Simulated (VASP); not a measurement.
A run of VASP 6.6.1 is set up as follows.

INCAR

```
PREC = Accurate ; ENCUT = 520
EDIFF = 1E-7 ; ISMEAR = 0
SIGMA = 0.05 ; LREAL = False
LASPH = True ; NELM = 150
ALGO = Normal ; ISIF = 2
LWAVE = False ; LCHARG = False
ISPIN = 2 ; MAGMOM = 2 0
LORBIT = 11 ; LMAXMIX = 4
GGA = PS ; NBANDS = 20
```

The input KPOINTS:

```
Automatic mesh
0
Gamma
  10 10 10
```

File POSCAR:

```
TaTe
1.0
    0.0000000000      3.1599278669      3.1599278669
    3.1599278669      0.0000000000      3.1599278669
    3.1599278669      3.1599278669      0.0000000000
Ta Te
1 1
Direct
    0.0000000000      0.0000000000      0.0000000000
    0.2500000000      0.2500000000      0.2500000000
```

Potentials or basis: VASP PAW PBE potentials, release 64 (Ta_pv, Te).

Launch:

```bash
$ cat potpaw_PBE.64/Ta_pv/POTCAR potpaw_PBE.64/Te/POTCAR > POTCAR
$ mpirun -np 1 vasp_std > vasp.out
```

**Question.** Predict the net moment.

**Answer.** 2.03 μB per cell.

**Question.** Estimate the pressure.

**Answer.** -2.8 GPa.

**Question.** Estimate the site moments.

**Answer.** Ta +1.37; Te -0.03 μB.

Caveat: the PAW data sets were made with another functional, which shifts forces and pressure a little.
